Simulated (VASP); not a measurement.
Here is a VASP 6.6.1 calculation.

Contents of POSCAR:

```
ZnSe
1.0
    0.0000000000      2.6291067134      2.6291067134
    2.6291067134      0.0000000000      2.6291067134
    2.6291067134      2.6291067134      0.0000000000
Zn Se
1 1
Direct
    0.0000000000      0.0000000000      0.0000000000
    0.2500000000      0.2500000000      0.2500000000
```

The input INCAR.step1:

```
PREC = Accurate ; ENCUT = 550
ISMEAR = -1 ; SIGMA = 0.05
LREAL = F ; LASPH = T
NELM = 120 ; NBANDS = 16
GGA = PE ; ALGO = Normal
EDIFF = 1E-5 ; LWAVE = T
LCHARG = F ; GGA_COMPAT = F
```

Contents of INCAR.step2:

```
PREC = Accurate ; ENCUT = 550
EDIFF = 1E-6 ; ISMEAR = -1
SIGMA = 0.05 ; LREAL = F
LASPH = T ; NELM = 120
ALGO = Normal ; ISIF = 2
LWAVE = F ; LCHARG = F
METAGGA = R2SCAN ; LMIXTAU = T
NBANDS = 16 ; ISTART = 1
GGA_COMPAT = F
```

The input KPOINTS:

```
regular mesh
0
Gamma
  11 11 11
```

Potentials or basis: VASP PAW PBE potentials, release 64 (Zn, Se).

Launch:

```sh
$ cat potpaw_PBE.64/Zn/POTCAR potpaw_PBE.64/Se/POTCAR > POTCAR
$ cp INCAR.step1 INCAR
$ mpirun -np 1 vasp_std > vasp.out
$ cp INCAR.step2 INCAR
$ mpirun -np 1 vasp_std > vasp.out
```

Problem. Estimate the pressure.

Solution. 24.3 GPa.

Problem. Predict the band gap on the k mesh.

Solution. 2.78 eV (least direct gap 2.92 eV).

Caveat: the cell stands under pressure; the PAW data sets were made with another functional, which shifts forces and pressure a little; an odd mesh through Γ misses points on the zone boundary, where band edges can lie.
